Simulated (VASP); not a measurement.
Write the native input for VASP 6.6.1 that does the following.

- Task: single point
- Functional: PBE
- Potentials or basis: VASP PAW PBE potentials, release 64 (Ga_d, Sb)
- Cutoff: 500 eV
- k mesh: 6 × 6 × 6
- Occupations: fermi-dirac, width 0.02 eV
- Spin: no spin polarisation
- Dipole correction: no
- Further INCAR settings: ALGO = Normal; EDIFF = 1e-06; NBANDS = 16

The structure of GaSb lies in POSCAR:

```
GaSb
1.0
    0.0000000000      3.1709002190      3.1709002190
    3.1709002190      0.0000000000      3.1709002190
    3.1709002190      3.1709002190      0.0000000000
Ga Sb
1 1
Direct
    0.0000000000      0.0000000000      0.0000000000
    0.2500000000      0.2500000000      0.2500000000
```

This cell differs from its parent crystal: volume changed by +6%.

The input as run:

INCAR

```
  PREC = Accurate
  ENCUT = 500
  EDIFF = 1E-6
  ISMEAR = -1
  SIGMA = 0.02
  LREAL = False
  LASPH = True
  NELM = 120
  ALGO = Normal
  ISIF = 2
  LWAVE = False
  LCHARG = False
  GGA = PE
  NBANDS = 16
  GGA_COMPAT = False
```

KPOINTS

```
regular mesh
0
Gamma
  6 6 6
```

Potentials or basis: VASP PAW PBE potentials, release 64 (Ga_d, Sb).

Command:

```sh
$ cat potpaw_PBE.64/Ga_d/POTCAR potpaw_PBE.64/Sb/POTCAR > POTCAR
$ mpirun -np 1 vasp_std > vasp.out
```

Results of the run:

```json
{"Pressure": "-2.2 GPa", "Band gap on the k mesh": "zero (filled and empty bands touch)"}
```

Caveat: spin-orbit coupling is left out, which moves the levels of the heavy elements.

Run time: 20 s on 1 thread of Intel Xeon 6975P-C (shared host), peak memory 0.21 GiB.
